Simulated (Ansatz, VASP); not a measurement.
Two plane-wave programs on TaSi2

```
CELL_PARAMETERS angstrom
4.80510 0.10811 0.00000
-2.30892 4.10728 0.00000
0.00000 0.00000 6.59887
ATOMIC_POSITIONS crystal
Ta 0.50000 0.00000 0.50000
Ta 0.50000 0.50000 0.83333
Ta 0.00000 0.50000 0.16667
Si 0.15892 0.31784 0.50000
Si 0.84108 0.15892 0.83333
Si 0.68216 0.84108 0.16667
Si 0.84108 0.68216 0.50000
Si 0.15892 0.84108 0.83333
Si 0.31784 0.15892 0.16667
```

Change from the starting cell: strain +0.0450 x Voigt [0, 0, 0, 0, 0, 1], atoms carried along.

Alike in both runs: task single point; functional PBE; k mesh 9 × 9 × 6; occupations gaussian, width 0.15 eV; no spin polarisation.

```csv
,VASP,Ansatz
version,VASP 6.6.1,Ansatz 0.2.0
potentials or method,"VASP PAW PBE potentials, release 64 (Ta_pv, Si), cutoff 520 eV","scalar-relativistic, plane waves, PAW"
valence electrons in the cell,57,63
```

```csv
,VASP,Ansatz,Ansatz less VASP
gap on the k mesh at the Fermi level (eV),none,none,-
pressure (GPa),0.5,0.4,-0.09
"traceless stress, the component that is largest in VASP (GPa)",-6.53,-6.54,-0.001
rms of the force components (eV/Å),0.081,0.081,+0.0002
```

Atom by atom the forces differ by 0.002 eV/Å (rms over components). A gap of «none» marks a metal or a gap that the smearing closes. VASP's potentials hold 57 valence electrons a cell and Ansatz's 63, so a difference there can come from the potentials and not from the codes.

Neither program's run includes spin-orbit coupling.
